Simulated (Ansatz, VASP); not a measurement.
**Two plane-wave programs on Pb**

The input INCAR:

```
SYSTEM = Pb
PREC = Accurate ; ENCUT = 600
EDIFF = 1E-6 ; ISMEAR = 0
SIGMA = 0.1 ; LREAL = .FALSE.
LASPH = .TRUE. ; NELM = 100
ALGO = Normal ; ISIF = 3
LWAVE = .FALSE. ; LCHARG = .FALSE.
GGA = PS ; IBRION = 2
NSW = 100 ; EDIFFG = -0.01
```

File KPOINTS:

```
regular mesh
0
G
  18 18 18
  0 0 0
```

Contents of POSCAR:

```
Pb
1.0
    2.4220507281      1.3983716399      1.5746818505
   -2.4220507281      1.3983716399      1.5746818505
    0.0000000000     -2.7967432798      1.5746818505
Pb
1
Direct
    0.5000000000      0.5000000000      0.5000000000
```

Input for Ansatz:

```yaml
crystal:
  lattice:
    - [2.4220507281, 1.3983716399, 1.5746818505]
    - [-2.4220507281, 1.3983716399, 1.5746818505]
    - [0.0, -2.7967432798, 1.5746818505]
  atoms:
    - { symbol: Pb, position: [0.5, 0.5, 0.5] }
basis:
  ecutwfc: 420
kpoints:
  mp_grid: { grid: [18, 18, 18] }
hamiltonian:
  xc: pbesol
scf:
  occupations: { method: gaussian, width: 0.1 }
output:
  forces: true
  stress: true
  eigenvalues: true
relax:
  adjacent_minimum: "off"
  f_tol: 0.01
  max_steps: 80
  cell: { stress_tol: 0.05 }
```

Alike in both runs: task relaxation of cell and atoms; functional PBEsol; k mesh 18 × 18 × 18; occupations gaussian, width 0.1 eV; no spin polarisation.

```csv
,VASP,Ansatz
version,VASP 6.6.1,Ansatz 0.2.0
potentials or method,"VASP PAW PBE potentials, release 64 (Pb_d), cutoff 600 eV","scalar-relativistic, plane waves, PAW"
valence electrons in the cell,14,14
```

|  | VASP | Ansatz | Ansatz less VASP |
| --- | --- | --- | --- |
| gap on the k mesh at the Fermi level, each at its own relaxed structure (eV) | none | none | - |
| relaxed volume (Å³/atom) | 29.67 | 32.18 | +2.509 |
| relaxed cell length with the largest relative difference (Å) | 3.397 | 3.186 | -0.2108 |

VASP's potentials were made for PBE, not for PBEsol. A gap of «none» marks a metal or a gap that the smearing closes.

Spin-orbit coupling is off throughout.
